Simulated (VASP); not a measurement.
Runs of VASP 6.6.1 on Ca4Pt. The structure is that of space group Pm-3m (No. 221), or close to it. The cells are those of the table. 

| task | cell | k mesh | cutoff (eV) | gap on the mesh (eV) | pressure (GPa) |
| --- | --- | --- | --- | --- | --- |
| single point | a = 5.553 Å, 5 atoms | 8 × 8 × 8 | 520 | none | 2.1 |
| single point | a = 4.903 Å, 5 atoms | 4 × 4 × 4 | 520 | none | 29.7 |
| relaxation of cell and atoms | relaxed from a = 4.903 Å, 5 atoms | 4 × 4 × 4 | 600 | none | -0.1 |
| single point | a = 5.664 Å, 5 atoms | 4 × 4 × 4 | 520 | none | 0.2 |
| single point | a = 5.493 Å, 5 atoms | 8 × 8 × 8 | 520 | none | (a) |
| single point | a = 5.432 Å, 5 atoms | 8 × 8 × 8 | 520 | none | 4.9 |
| single point | a = 5.725 Å, 5 atoms | 8 × 8 × 8 | 520 | none | (b) |
| single point | a = 5.780 Å, 5 atoms | 8 × 8 × 8 | 520 | none | -1.5 |

Alike in all rows: level PBE; potentials or basis VASP PAW PBE potentials, release 64 (Ca_sv, Pt); no spin polarisation; smearing gaussian 0.1 eV.

Q: Fill in the values left out.

A: (a) 3.4; (b) -0.8.

Caveats: spin-orbit coupling is left out, which moves the levels of the heavy elements; the cell stands under pressure (at least some runs).

A k mesh can miss the band edges, and the runs leave out spin-orbit coupling on Pt.

A gap of «none» marks levels without a gap at the run's occupations.
